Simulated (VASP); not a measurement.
# BeS (P6_3/mmc) in VASP: dielectric tensor with r2SCAN

Aim: the dielectric tensor of BeS with r2SCAN.

Everything below comes from runs of VASP 6.6.1. Logs are shortened: lines on timing, memory, paths and dates and some standing lists are left out, and cuts for length are marked.

## 1. The cell of the first run

Symmetry: P6_3/mmc, No. 194, hexagonal system. Conventional cell: a = 3.462 Å, b = 3.462 Å, c = 6.992 Å, α = 90.00°, β = 90.00°, γ = 120.00°. Within 2.6 Å of Be (site symmetry -6m2) lie 3 S at 2.00 Å. S (site symmetry -6m2) has 3 Be at 2.00 Å within 2.6 Å.

## 2. Dielectric tensor, r2SCAN

The input, INCAR:

```
ALGO = Normal
EDIFF = 1E-8
ENCUT = 520
ISIF = 2
ISMEAR = 0
LASPH = T
LCALCEPS = T
LCHARG = F
LMIXTAU = T
LREAL = F
LWAVE = F
METAGGA = R2SCAN
NELM = 60
PREC = Accurate
SIGMA = 0.01
```

The input, KPOINTS:

```
k-points
0
Gamma
  9 9 4
```

The input, POSCAR:

```
BeS
1.0
    3.4621570814      0.0000000000      0.0000000000
   -1.7310785407      2.9983159844      0.0000000000
    0.0000000000      0.0000000000      6.9924280704
Be S
2 2
Direct
    0.3333333333      0.6666666667      0.2500000000
    0.6666666667      0.3333333333      0.7500000000
    0.6666666667      0.3333333333      0.2500000000
    0.3333333333      0.6666666667      0.7500000000
```

Potentials or basis: VASP PAW PBE potentials, release 64 (Be, S).

Started as:

```
cat potpaw_PBE.64/Be/POTCAR potpaw_PBE.64/S/POTCAR > POTCAR
mpirun -np 1 vasp_std > vasp.out
```

OUTCAR:

```text
EDIFF = 1E-8
   ENCUT = 520
   ISIF = 2
   ISMEAR = 0
   LASPH = T
   LREAL = F
   METAGGA = R2SCAN
   NELM = 60
   PREC = Accurate

 ion  position               nearest neighbor table
   1  0.333  0.667  0.250-   3 2.00   3 2.00   3 2.00
   2  0.667  0.333  0.750-   4 2.00   4 2.00   4 2.00
   3  0.667  0.333  0.250-   1 2.00   1 2.00   1 2.00
   4  0.333  0.667  0.750-   2 2.00   2 2.00   2 2.00

  LATTYP: Found a hexagonal cell.
 ALAT       =     3.4621570814
 C/A-ratio  =     2.0196738351

  Lattice vectors:

 A1 = (   3.4621570814,   0.0000000000,   0.0000000000)
 A2 = (  -1.7310785407,   2.9983159844,   0.0000000000)
 A3 = (   0.0000000000,   0.0000000000,   6.9924280704)

Analysis of symmetry for initial positions (statically):
=====================================================================
 Subroutine PRICEL returns:
 Original cell was already a primitive cell.

 Routine SETGRP: Setting up the symmetry group for a
 hexagonal supercell.

 Subroutine GETGRP returns: Found 24 space group operations
 (whereof 12 operations were pure point group operations)
 out of a pool of 24 trial point group operations.

The static configuration has the point symmetry D_3d.
 The point group associated with its full space group is D_6h.

Analysis of symmetry for dynamics (positions and initial velocities):
=====================================================================
 Subroutine PRICEL returns:
 Original cell was already a primitive cell.

 Routine SETGRP: Setting up the symmetry group for a
 hexagonal supercell.

 Subroutine GETGRP returns: Found 24 space group operations
 (whereof 12 operations were pure point group operations)
 out of a pool of 24 trial point group operations.

The dynamic configuration has the point symmetry D_3d.
 The point group associated with its full space group is D_6h.

 Subroutine INISYM returns: Found 24 space group operations
 (whereof 12 operations are pure point group operations),
 and found     1 'primitive' translations

----------------------------------------------------------------------------------------

                                     Primitive cell

  volume of cell :      72.5859

[... 160 lines left out ...]
      6       0.7625      2.00000
      7       0.7636      2.00000
      8       0.7636      2.00000
      9   10000.0000      0.00000
     10   10000.0000      0.00000
     11   10000.0000      0.00000
     12   10000.0000      0.00000
[... 331 lines left out ...]
 k-point    24 :       0.3333    0.3333    0.2500
  band No.  band energies     occupation
      1     -10.2362      2.00000
      2     -10.2362      2.00000
      3      -2.8373      2.00000
      4      -2.5980      2.00000
      5      -2.5980      2.00000
      6      -2.5271      2.00000
      7       1.0600      2.00000
      8       1.0600      2.00000
      9   10000.0000      0.00000
     10   10000.0000      0.00000
     11   10000.0000      0.00000
     12   10000.0000      0.00000

 [... further k-points ...]

------------------------ aborting loop because EDIFF is reached ----------------------------------------

            Ionic dipole moment: p[ion]=(     0.00000     0.00000     0.00000 ) |e| Angst

 Total electronic dipole moment: p[elc]=(     0.00000     0.00000     0.01044 ) |e| Angst

 MACROSCOPIC STATIC DIELECTRIC TENSOR (including local field effects)
 ------------------------------------------------------
           4.368488     0.000000     0.000000
           0.000000     4.368488     0.000000
           0.000000     0.000000     3.602740
 ------------------------------------------------------

 PIEZOELECTRIC TENSOR (including local field effects) (e Angst)
          XX          YY          ZZ          XY          YZ          ZX
  --------------------------------------------------------------------------------
  x     0.00000     0.00000     0.00000     0.00000     0.00000     0.00000
  y     0.00000     0.00000     0.00000     0.00000     0.00000     0.00000
  z     0.00000     0.00000     0.00000     0.00000     0.00000     0.00000

 PIEZOELECTRIC TENSOR (including local field effects) (C/m^2)
          XX          YY          ZZ          XY          YZ          ZX
  --------------------------------------------------------------------------------
  x     0.00000     0.00000     0.00000     0.00000     0.00000     0.00000
  y     0.00000     0.00000     0.00000     0.00000     0.00000     0.00000
  z     0.00000     0.00000     0.00000     0.00000     0.00000     0.00000

 BORN EFFECTIVE CHARGES (including local field effects) (in |e|, cummulative output)
 ---------------------------------------------------------------------------------
 ion    1
    1     2.00834     0.00000     0.00000
    2     0.00000     2.00834     0.00000
    3     0.00000    -0.00000     1.01304
 ion    2
    1     2.00834     0.00000     0.00000
    2     0.00000     2.00834     0.00000
    3     0.00000    -0.00000     1.01304
 ion    3
    1    -2.00834     0.00000     0.00000
    2     0.00000    -2.00834     0.00000
    3    -0.00000     0.00000    -1.01304
 ion    4
    1    -2.00834     0.00000     0.00000
    2     0.00000    -2.00834     0.00000
    3     0.00000     0.00000    -1.01304

  FORCE on cell =-STRESS in cart. coord.  units (eV):
  Direction    XX          YY          ZZ          XY          YZ          ZX
  --------------------------------------------------------------------------------------
  -------------------------------------------------------------------------------------
  Total       -0.0629012     -0.0629012     -0.0093355      0.0000000      0.0000000      0.0000000
  in kB       -1.3884087     -1.3884087     -0.2060617      0.0000000      0.0000000      0.0000000
  external PRESSURE =      -0.9942930 kB  Pullay stress =       0.0000000 kB

 VOLUME and BASIS-vectors are now :
 -----------------------------------------------------------------------------
  energy-cutoff  :      520.00
  volume of cell :       72.59
      direct lattice vectors                 reciprocal lattice vectors
     3.462157081  0.000000000  0.000000000     0.288837270  0.166760276  0.000000000
    -1.731078541  2.998315984  0.000000000     0.000000000  0.333520551  0.000000000
     0.000000000  0.000000000  6.992428070     0.000000000  0.000000000  0.143011839

 POSITION                                       TOTAL-FORCE (eV/Angst)
 -----------------------------------------------------------------------------------
     -0.00000      1.99888      1.74811        -0.000000      0.000000      0.000000
      1.73108      0.99944      5.24432         0.000000     -0.000000      0.000000
      1.73108      0.99944      1.74811        -0.000000      0.000000      0.000000
     -0.00000      1.99888      5.24432         0.000000     -0.000000      0.000000
 -----------------------------------------------------------------------------------
    total drift:                                0.000000     -0.000000      0.000000

  FREE ENERGIE OF THE ION-ELECTRON SYSTEM (eV)
  ---------------------------------------------------
  free  energy   TOTEN  =       -28.7862162317 eV

  energy  without entropy=      -28.7862162317  energy(sigma->0) =      -28.78621623
```

Wall time 39 min (1 thread of Intel Xeon 6975P-C (Granite Rapids), shared host); peak memory 0.57 GiB.

What came out:

| Property | Result |
| --- | --- |
| Band gap on the k mesh | 4.54 eV (least direct gap 4.76 eV) |
| Electronic dielectric tensor (diagonal) | 4.37, 4.37, 3.60 |
| Born charges (mean of the diagonal) | Be +1.68; S -1.68 e |

Electronic dielectric tensor:
```
4.37 0.00 0.00
0.00 4.37 0.00
0.00 0.00 3.60
```

Born effective charge tensors (e):
atom 1, Be
```
2.01 0.00 0.00
0.00 2.01 0.00
0.00 0.00 1.01
```
atom 2, Be
```
2.01 0.00 0.00
0.00 2.01 0.00
0.00 0.00 1.01
```
atom 3, S
```
-2.01  0.00  0.00
 0.00 -2.01  0.00
 0.00  0.00 -1.01
```
atom 4, S
```
-2.01  0.00  0.00
 0.00 -2.01  0.00
 0.00  0.00 -1.01
```

Dipole moments of the cell (e·Å, modulo the quantum): ionic 0.000, 0.000, 0.000; electronic 0.000, 0.000, 0.010

Caveat: the PAW data sets were made with another functional, which shifts forces and pressure a little.
